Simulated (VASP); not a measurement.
Crystal: C.

```
CELL_PARAMETERS angstrom
0.00000 1.74696 1.74696
1.74696 0.00000 1.74696
1.74696 1.74696 0.00000
ATOMIC_POSITIONS crystal
C 0.75000 0.75000 0.75000
C 0.50000 0.50000 0.50000
```

Base run:

* Program: VASP 6.6.1
* Functional: BLYP
* Dispersion: D4
* Potentials or basis: VASP PAW PBE potentials, release 64 (C)
* Cutoff: 520 eV
* k mesh: 13 × 13 × 13
* Occupations: fermi-dirac, width 0.05 eV
* Spin: no spin polarisation

Its results: band gap on the k mesh 4.63 eV, indirect (least direct gap 5.93 eV); pressure 31.0 GPa.

Q: The run is repeated on the same cell with these changes: dispersion from D4 to none. What comes out?

A: Band gap on the k mesh 4.63 eV, indirect (least direct gap 5.93 eV); pressure 43.0 GPa.

Dispersion adds attraction, which lowers the pressure at fixed volume and, as a term added to the energy, leaves the levels alone.

Caveats: the PAW data sets were made with another functional, which shifts forces and pressure a little.

A k mesh can miss the band edges.
